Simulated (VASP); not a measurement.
# Sb (Fm-3m) in VASP: further runs

Sb is run at these levels: PBE; tasks: single point, relaxation of cell and atoms.

All numbers are computed with VASP 6.6.1; they aren't measurements. Logs are shortened: lines on timing, memory, paths and dates and some standing lists are left out, and cuts for length are marked.

**1. The cell of the first run**

The structure is cubic, space group Fm-3m (No. 225). Conventional cell: a = 4.792 Å, b = 4.792 Å, c = 4.792 Å, α = 90.00°, β = 90.00°, γ = 90.00°. Sb (site symmetry m-3m) has 12 Sb at 3.39 Å within 4.5 Å.

This isn't the form of Sb at room conditions, which is rhombohedral.

**2. Single point, PBE**

INCAR reads:

```
PREC = Accurate ; ENCUT = 520
EDIFF = 1E-7 ; ISMEAR = -1
SIGMA = 0.05 ; LREAL = False
LASPH = True ; NELM = 100
ALGO = Normal ; ISIF = 2
LWAVE = False ; LCHARG = False
GGA = PE ; NBANDS = 8
```

KPOINTS reads:

```
regular mesh
0
Gamma
  15 15 15
```

POSCAR reads:

```
Sb
1.0
    0.0000000000      2.3958649983      2.3958649983
    2.3958649983      0.0000000000      2.3958649983
    2.3958649983      2.3958649983      0.0000000000
Sb
1
Direct
    0.0000000000      0.0000000000      0.0000000000
```

Potentials or basis: VASP PAW PBE potentials, release 64 (Sb).

Command:

```
> cat potpaw_PBE.64/Sb/POTCAR > POTCAR
> mpirun -np 1 vasp_std > vasp.out
```

OUTCAR:

```text
PREC = Accurate
   ENCUT = 520
   EDIFF = 1E-7
   ISMEAR = -1
   LREAL = False
   LASPH = True
   NELM = 100
   ISIF = 2
   GGA = PE

 ion  position               nearest neighbor table
   1  0.000  0.000  0.000-

  LATTYP: Found a face centered cubic cell.
 ALAT       =     4.7917299966

  Lattice vectors:

 A1 = (   0.0000000000,   2.3958649983,   2.3958649983)
 A2 = (   2.3958649983,   0.0000000000,   2.3958649983)
 A3 = (   2.3958649983,   2.3958649983,   0.0000000000)

Analysis of symmetry for initial positions (statically):
=====================================================================
 Subroutine PRICEL returns:
 Original cell was already a primitive cell.

 Routine SETGRP: Setting up the symmetry group for a
 face centered cubic supercell.

 Subroutine GETGRP returns: Found 48 space group operations
 (whereof 48 operations were pure point group operations)
 out of a pool of 48 trial point group operations.

The static configuration has the point symmetry O_h .

Analysis of symmetry for dynamics (positions and initial velocities):
=====================================================================
 Subroutine PRICEL returns:
 Original cell was already a primitive cell.

 Routine SETGRP: Setting up the symmetry group for a
 face centered cubic supercell.

 Subroutine GETGRP returns: Found 48 space group operations
 (whereof 48 operations were pure point group operations)
 out of a pool of 48 trial point group operations.

The dynamic configuration has the point symmetry O_h .

 Subroutine INISYM returns: Found 48 space group operations
 (whereof 48 operations are pure point group operations),
 and found     1 'primitive' translations

----------------------------------------------------------------------------------------

                                     Primitive cell

  volume of cell :      27.5053

  direct lattice vectors                    reciprocal lattice vectors
     0.000000000  2.395864998  2.395864998    -0.208692894  0.208692894  0.208692894
     2.395864998  0.000000000  2.395864998     0.208692894 -0.208692894  0.208692894
     2.395864998  2.395864998  0.000000000     0.208692894  0.208692894 -0.208692894

  length of vectors
     3.388264774  3.388264774  3.388264774     0.361466695  0.361466695  0.361466695

[... 77 lines left out ...]
   NELM   =    100;   NELMIN=  2; NELMDL= -5     # of ELM steps
   EDIFF  = 0.1E-06   stopping-criterion for ELM
   LREAL  =      F    real-space projection
   EDIFFG = 0.1E-05   stopping-criterion for IOM
   NSW    =      0    number of steps for IOM
   IBRION =     -1    ionic relax: 0-MD 1-quasi-New 2-CG
   NFREE  =      0    steps in history (QN), initial steepest desc. (CG)
   ISIF   =      2    stress and relaxation
   ISYM   =      2    0-nonsym 1-usesym 2-fastsym
   POTIM  = 0.5000    time-step for ionic-motion
   TEBEG  =    0.0;   TEEND  =   0.0 temperature during run
   PSTRESS=    0.0 pullay stress
   NELECT =       5.0000    total number of electrons
   NUPDOWN=      -1.0000    fix difference up-down
   EMIN   =  10.00;   EMAX   =-10.00  energy-range for DOS
   EFERMI =   0.00;   METHOD = LEGACY
   ISMEAR =    -1;   SIGMA  =   0.05  broadening in eV -4-tet -1-fermi 0-gaus
   EFERMI_NEDOS =   21; number of points for ismear=-14 and -15
   IALGO  =     38    algorithm
   IMIX   =      4    mixing-type and parameters
     AMIX     =   0.40;   BMIX     =  1.00
     AMIX_MAG =   1.60;   BMIX_MAG =  1.00
  volume/ion in A,a.u.               =      27.51       185.62
  Fermi-wavevector in a.u.,A,eV,Ry     =   0.927383  1.752500 11.701546  0.860039
  Thomas-Fermi vector in A             =   2.053447
   LORBIT       =      0    0 simple, 1 ext, 2 COOP (PROOUT), +10 PAW based schemes
   GGA     = PE    functional components
   LHFCALC =     F    Hartree Fock is set to
   AEXX    =    0.0000 exact exchange contribution
   IVDW    =     0    specifies the selected vdW correction
   LEPSILON=     F    determine dielectric tensor
   LRPA    =     F    only Hartree local field effects (RPA)
 non-spin polarized calculation
  energy-cutoff  :      520.00
  volume of cell :       27.51
 maximum number of plane-waves:       754
 NGX is ok and might be reduce to    28
   NGX = 13   NGY = 13   NGZ = 13

 number of electron       5.0000000 magnetization

 Free energy of the ion-electron system (eV)
  ---------------------------------------------------
  ext. energy  EPLUGINS =         0.00000000
  ---------------------------------------------------
  free energy    TOTEN  =        -3.82844037 eV

  energy without entropy =       -3.82339186  energy(sigma->0) =       -3.82591612

 E-fermi :   8.2855     XC(G=0): -10.1411

 val. band max:        8.2833650877   @ k =  -0.2000   0.2000   0.0000
 cond. band min:       8.3111751686   @ k =  -0.4000   0.4667   0.0667
 fundamental gap:      0.0278100809
 Fermi energy:         8.2855020020

 k-point     1 :       0.0000    0.0000    0.0000
  band No.  band energies     occupation
      1      -4.5110      2.00000
      2      13.4148      0.00000
      3      13.4148      0.00000
      4      13.4148      0.00000
      5      18.1346      0.00000
      6      18.1346      0.00000
      7      18.1346      0.00000
      8      18.4934      0.00000
[... 243 lines left out ...]
 k-point    24 :       0.2000    0.1333    0.0000
  band No.  band energies     occupation
      1      -3.7390      2.00000
      2      10.2021      0.00000
      3      11.5319      0.00000
      4      11.9145      0.00000
      5      15.6302      0.00000
      6      17.3145      0.00000
      7      20.1260      0.00000
      8      20.5694      0.00000

 [... further k-points ...]

------------------------ aborting loop because EDIFF is reached ----------------------------------------

  FORCE on cell =-STRESS in cart. coord.  units (eV):
  Direction    XX          YY          ZZ          XY          YZ          ZX
  --------------------------------------------------------------------------------------
  -------------------------------------------------------------------------------------
  Total       -0.0248927     -0.0248927     -0.0248927     -0.0000000      0.0000000     -0.0000000
  in kB       -1.4499891     -1.4499891     -1.4499891     -0.0000000      0.0000000     -0.0000000
  external PRESSURE =      -1.4499891 kB  Pullay stress =       0.0000000 kB

 VOLUME and BASIS-vectors are now :
 -----------------------------------------------------------------------------
  energy-cutoff  :      520.00
  volume of cell :       27.51
      direct lattice vectors                 reciprocal lattice vectors
     0.000000000  2.395864998  2.395864998    -0.208692894  0.208692894  0.208692894
     2.395864998  0.000000000  2.395864998     0.208692894 -0.208692894  0.208692894
     2.395864998  2.395864998  0.000000000     0.208692894  0.208692894 -0.208692894

 POSITION                                       TOTAL-FORCE (eV/Angst)
 -----------------------------------------------------------------------------------
      0.00000      0.00000      0.00000        -0.000000      0.000000      0.000000
 -----------------------------------------------------------------------------------
    total drift:                                0.000000      0.000000     -0.000000

  FREE ENERGIE OF THE ION-ELECTRON SYSTEM (eV)
  ---------------------------------------------------
  free  energy   TOTEN  =        -3.8284403740 eV

  energy  without entropy=       -3.8233918628  energy(sigma->0) =       -3.82591612
```

OSZICAR:

```text
N       E                     dE             d eps       ncg     rms          rms(c)
DAV:   1     0.459293571055E+01    0.45929E+01   -0.16350E+03  1928   0.407E+02
DAV:   2    -0.374146082017E+01   -0.83344E+01   -0.80382E+01  2680   0.510E+01
DAV:   3    -0.383305882890E+01   -0.91598E-01   -0.91299E-01  2352   0.600E+00
DAV:   4    -0.383331483269E+01   -0.25600E-03   -0.25600E-03  3000   0.387E-01
DAV:   5    -0.383331522838E+01   -0.39569E-06   -0.39581E-06  2432   0.106E-02    0.163E+00
DAV:   6    -0.383010181457E+01    0.32134E-02   -0.21009E-03  2304   0.240E-01    0.921E-01
DAV:   7    -0.382842580678E+01    0.16760E-02   -0.44007E-03  2152   0.349E-01    0.581E-02
DAV:   8    -0.382844095157E+01   -0.15145E-04   -0.56466E-05  2768   0.586E-02    0.576E-03
DAV:   9    -0.382844105487E+01   -0.10330E-06   -0.75552E-07  2720   0.679E-03    0.104E-03
DAV:  10    -0.382844050506E+01    0.54980E-06   -0.71736E-08  2680   0.155E-03    0.116E-03
DAV:  11    -0.382844032481E+01    0.18025E-06   -0.17370E-09  1448   0.361E-04    0.196E-04
DAV:  12    -0.382844037404E+01   -0.49232E-07   -0.22314E-10  1328   0.942E-05
   1 F= -.38284404E+01 E0= -.38259161E+01  d E =-.504851E-02
```

stdout:

```text
POSCAR found type information on POSCAR Sb
 POSCAR found :  1 types and       1 ions
 scaLAPACK will be used
 LDA part: xc-table for (Slater+PW92), standard interpolation
 POSCAR, INCAR and KPOINTS ok, starting setup
 FFT: planning ... GRIDC
 FFT: planning ... GRID_SOFT
 FFT: planning ... GRID
 WAVECAR not read
 entering main loop
```

It took 34 s on 1 thread of AMD EPYC 7R13, shared host; peak memory 0.14 GiB.

Results:

| Item | Value |
| --- | --- |
| Free energy | -3.8284 eV |
| Pressure | -0.1 GPa |
| Band gap on the k mesh | zero (an odd number of electrons rules out a gap without spin polarisation) |

Caveat: spin-orbit coupling is left out, which moves the levels of the heavy elements.

**3. Relaxation of cell and atoms, PBE**

INCAR reads:

```
SYSTEM = Sb
  PREC = Accurate
  ENCUT = 600
  EDIFF = 1E-6
  ISMEAR = -1
  SIGMA = 0.05
  LREAL = .False.
  LASPH = .True.
  NELM = 80
  ALGO = Normal
  ISIF = 3
  LWAVE = .False.
  LCHARG = .False.
  GGA = PE
  IBRION = 2
  NSW = 45
  EDIFFG = -0.005
```

KPOINTS reads:

```
Automatic mesh
0
Gamma
  15 15 15
  0 0 0
```

POSCAR is that of step 2.

Potentials or basis: VASP PAW PBE potentials, release 64 (Sb).

Command:

```
> cat potpaw_PBE.64/Sb/POTCAR > POTCAR
> mpirun -np 1 vasp_std > vasp.out
```

It took 42 s on 1 thread of AMD EPYC 7R13, shared host; peak memory 0.14 GiB.

It converged, with:

```yaml
Free_energy: -3.8285 eV
Relaxed_volume: 27.44 Å³/atom
Relaxed_cell: a = 3.386 Å, b = 3.386 Å, c = 3.386 Å, α = 60.00°, β = 60.00°, γ = 60.00°
Space_group_after_relaxing_to_0.1_Å: Fm-3m (No. 225)
Energy_gained_by_relaxing: 0.0 meV/atom
Ionic_steps: 3
Pressure_after_relaxing: 0.0 GPa
Band_gap_on_the_k_mesh: zero (an odd number of electrons rules out a gap without spin polarisation)
```

Final structure:
```yaml
crystal:
  lattice:
    - [0.00000, 2.39391, 2.39391]
    - [2.39391, 0.00000, 2.39391]
    - [2.39391, 2.39391, 0.00000]
  atoms:
    - { symbol: Sb, position: [0.00000, 0.00000, 0.00000] }
```

Levels at points of the mesh, in eV from the Fermi level:
```csv
k point,band 1,band 2,band 3,band 4,band 5
"(0.00, 0.00, 0.00)",-12.82,5.15,5.15,5.15,9.86
```

Caveat: spin-orbit coupling is left out, which moves the levels of the heavy elements.

**4. Relaxation of cell and atoms, PBE**

This run uses another cell than the first one, of 28.00 Å³/atom.

Changes to INCAR since step 3:

```diff
@@ -15,3 +15,3 @@
   IBRION = 2
-  NSW = 45
+  NSW = 60
   EDIFFG = -0.005
```

KPOINTS reads:

```
regular mesh
0
Gamma
  15 15 15
  0 0 0
```

POSCAR reads:

```
Sb
1.0
    0.0000000000      2.4101422642      2.4101422642
    2.4101422642      0.0000000000      2.4101422642
    2.4101422642      2.4101422642      0.0000000000
Sb
1
Direct
    0.0000000000      0.0000000000      0.0000000000
```

Potentials or basis: VASP PAW PBE potentials, release 64 (Sb).

Command:

```
> cat potpaw_PBE.64/Sb/POTCAR > POTCAR
> mpirun -np 1 vasp_std > vasp.out
```

OUTCAR:

```text
SYSTEM = Sb
   PREC = Accurate
   ENCUT = 600
   EDIFF = 1E-6
   ISMEAR = -1
   LREAL = .False.
   LASPH = .True.
   NELM = 80
   ISIF = 3
   GGA = PE
   IBRION = 2
   NSW = 60
   EDIFFG = -0.005

 ion  position               nearest neighbor table
   1  0.000  0.000  0.000-

  LATTYP: Found a face centered cubic cell.
 ALAT       =     4.8202845284

  Lattice vectors:

 A1 = (   0.0000000000,   2.4101422642,   2.4101422642)
 A2 = (   2.4101422642,   0.0000000000,   2.4101422642)
 A3 = (   2.4101422642,   2.4101422642,   0.0000000000)

Analysis of symmetry for initial positions (statically):
=====================================================================
 Subroutine PRICEL returns:
 Original cell was already a primitive cell.

[... 246 lines left out ...]

 E-fermi :   8.3180     XC(G=0): -10.1519

 val. band max:        8.3139392774   @ k =  -0.2000   0.2000   0.0000
 cond. band min:       8.3424066556   @ k =  -0.4000   0.4667   0.0667
 fundamental gap:      0.0284673782
 Fermi energy:         8.3179903692

 k-point     1 :       0.0000    0.0000    0.0000
  band No.  band energies     occupation
      1      -4.4980      2.00000
      2      13.4650      0.00000
      3      13.4650      0.00000
      4      13.4650      0.00000
      5      18.1750      0.00000
      6      18.1750      0.00000
[... 199 lines left out ...]
 k-point    24 :       0.2000    0.1333    0.0000
  band No.  band energies     occupation
      1      -3.7240      2.00000
      2      10.2436      0.00000
      3      11.5737      0.00000
      4      11.9599      0.00000
      5      15.6652      0.00000
      6      17.3513      0.00000

 [... further k-points ...]

------------------------ aborting loop because EDIFF is reached ----------------------------------------

  FORCE on cell =-STRESS in cart. coord.  units (eV):
  Direction    XX          YY          ZZ          XY          YZ          ZX
  --------------------------------------------------------------------------------------
  -------------------------------------------------------------------------------------
  Total        0.0010086      0.0010086      0.0010086     -0.0000000     -0.0000000      0.0000000
  in kB        0.0588987      0.0588987      0.0588987     -0.0000000     -0.0000000      0.0000000
  external PRESSURE =       0.0588987 kB  Pullay stress =       0.0000000 kB
[... 16 lines left out ...]
  FREE ENERGIE OF THE ION-ELECTRON SYSTEM (eV)
  ---------------------------------------------------
  free  energy   TOTEN  =        -3.8285256818 eV

  energy  without entropy=       -3.8234796005  energy(sigma->0) =       -3.82600264

 reached required accuracy - stopping structural energy minimisation
```

OSZICAR:

```text
N       E                     dE             d eps       ncg     rms          rms(c)
DAV:   1     0.995477467018E+01    0.99548E+01   -0.18140E+03  1446   0.623E+02
DAV:   2    -0.359698261324E+01   -0.13552E+02   -0.13143E+02  2088   0.800E+01
DAV:   3    -0.383058203116E+01   -0.23360E+00   -0.23280E+00  1704   0.114E+01
[... 15 lines left out ...]
       N       E                     dE             d eps       ncg     rms          rms(c)
DAV:   1    -0.382904837813E+01   -0.98296E-03   -0.17195E-02  1524   0.755E-01    0.103E-01
DAV:   2    -0.382871148511E+01    0.33689E-03   -0.26291E-04  1506   0.138E-01    0.588E-02
DAV:   3    -0.382852575366E+01    0.18573E-03   -0.34818E-04  1488   0.108E-01    0.183E-02
DAV:   4    -0.382852568176E+01    0.71900E-07   -0.19604E-06  1818   0.151E-02
   3 F= -.38285257E+01 E0= -.38260026E+01  d E =-.209414E-02
```

CONTCAR:

```text
Sb
   1.00000000000000
    -0.0000000000000000    2.3938768432651756    2.3938768432651756
     2.3938768432651756   -0.0000000000000000    2.3938768432651756
     2.3938768432651756    2.3938768432651756   -0.0000000000000000
  Sb
     1
Direct
     0.0000000000000000    0.0000000000000000    0.0000000000000000

  0.00000000E+00  0.00000000E+00  0.00000000E+00
```

It took 45 s on 1 thread of AMD EPYC 7R13, shared host; peak memory 0.14 GiB.

Results:

```yaml
Free_energy: -3.8285 eV
Relaxed_volume: 27.44 Å³/atom
Relaxed_cell: a = 3.385 Å, b = 3.385 Å, c = 3.385 Å, α = 60.00°, β = 60.00°, γ = 60.00°
Space_group_after_relaxing_to_0.1_Å: Fm-3m (No. 225)
Energy_gained_by_relaxing: 2.1 meV/atom
Ionic_steps: 3
Pressure_after_relaxing: 0.0 GPa
Band_gap_on_the_k_mesh: zero (an odd number of electrons rules out a gap without spin polarisation)
```

The path:
```
step  energy change (eV)  largest force (eV/Å)  pressure (GPa)  volume (Å³)
   1              0.0000                0.0000           -1.17        28.00
   2             -0.0016                0.0000            0.58        27.18
   3             -0.0021                0.0000            0.01        27.44
```

Final structure:
```cif
data_structure
_symmetry_space_group_name_H-M 'P 1'
_symmetry_Int_Tables_number 1
_cell_length_a 3.3855
_cell_length_b 3.3855
_cell_length_c 3.3855
_cell_angle_alpha 60.000
_cell_angle_beta 60.000
_cell_angle_gamma 60.000
_cell_volume 27.44
loop_
_atom_site_label
_atom_site_type_symbol
_atom_site_fract_x
_atom_site_fract_y
_atom_site_fract_z
_atom_site_occupancy
Sb1 Sb 0.00000 0.00000 0.00000 1
```

Levels at points of the mesh, in eV from the Fermi level:
| k point | band 1 | band 2 | band 3 | band 4 | band 5 | band 6 |
| --- | --- | --- | --- | --- | --- | --- |
| (0.00, 0.00, 0.00) | -12.82 | 5.15 | 5.15 | 5.15 | 9.86 | 9.86 |

Caveat: spin-orbit coupling is left out, which moves the levels of the heavy elements.

**5. The runs side by side**

| task | cell | cutoff (eV) | gap on the mesh (eV) | pressure (GPa) | relaxed volume (Å³/atom) |
| --- | --- | --- | --- | --- | --- |
| single point | a = 3.388 Å, angles 60.0°, 1 atom | 520 | none | -0.1 | - |
| relaxation of cell and atoms | relaxed from a = 3.388 Å, angles 60.0°, 1 atom | 600 | none | 0.0 | 27.44 |
| relaxation of cell and atoms | relaxed from a = 3.408 Å, angles 60.0°, 1 atom | 600 | none | 0.0 | 27.44 |

Alike in all rows: level PBE; potentials or basis VASP PAW PBE potentials, release 64 (Sb); no spin polarisation; k mesh 15 × 15 × 15; smearing fermi-dirac 0.05 eV.

Caveats: spin-orbit coupling is left out, which moves the levels of the heavy elements.

Total energies depend on the potentials used, so only differences within one code and one set of settings carry meaning.
